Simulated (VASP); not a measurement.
InP:

```
CELL_PARAMETERS angstrom
0.00000 2.97919 2.97919
2.97919 0.00000 2.97919
2.97919 2.97919 0.00000
ATOMIC_POSITIONS crystal
In 0.00000 0.00000 0.00000
P 0.25000 0.25000 0.25000
```

- Program: VASP 6.6.1
- Task: relaxation of cell and atoms
- Functional: PBEsol
- Potentials or basis: VASP PAW PBE potentials, release 64 (In_d, P)
- Cutoff: 600 eV
- k mesh: 6 × 6 × 6
- Occupations: fermi-dirac, width 0.02 eV
- Spin: no spin polarisation

At the start: pressure -2.5 GPa; volume 26.44 Å³/atom.

Q: How do energy, volume and symmetry change on relaxing?

A: Over 3 steps the energy falls by 8.3 meV/atom and the volume is 25.40 Å³/atom (-3.9 %); space group F-43m (No. 216, to 0.05 Å).

The path:
| step | energy change (eV) | largest force (eV/Å) | pressure (GPa) | volume (Å³) |
| --- | --- | --- | --- | --- |
| 1 | 0.0000 | 0.0000 | -2.46 | 52.88 |
| 2 | -0.0127 | 0.0000 | 1.36 | 49.84 |
| 3 | -0.0166 | 0.0000 | 0.02 | 50.80 |

Final structure:
```yaml
crystal:
  lattice:
    - [0.00000, 2.93947, 2.93947]
    - [2.93947, 0.00000, 2.93947]
    - [2.93947, 2.93947, 0.00000]
  atoms:
    - { symbol: In, position: [0.00000, 0.00000, 0.00000] }
    - { symbol: P, position: [0.25000, 0.25000, 0.25000] }
```

Caveat: the PAW data sets were made with another functional, which shifts forces and pressure a little.
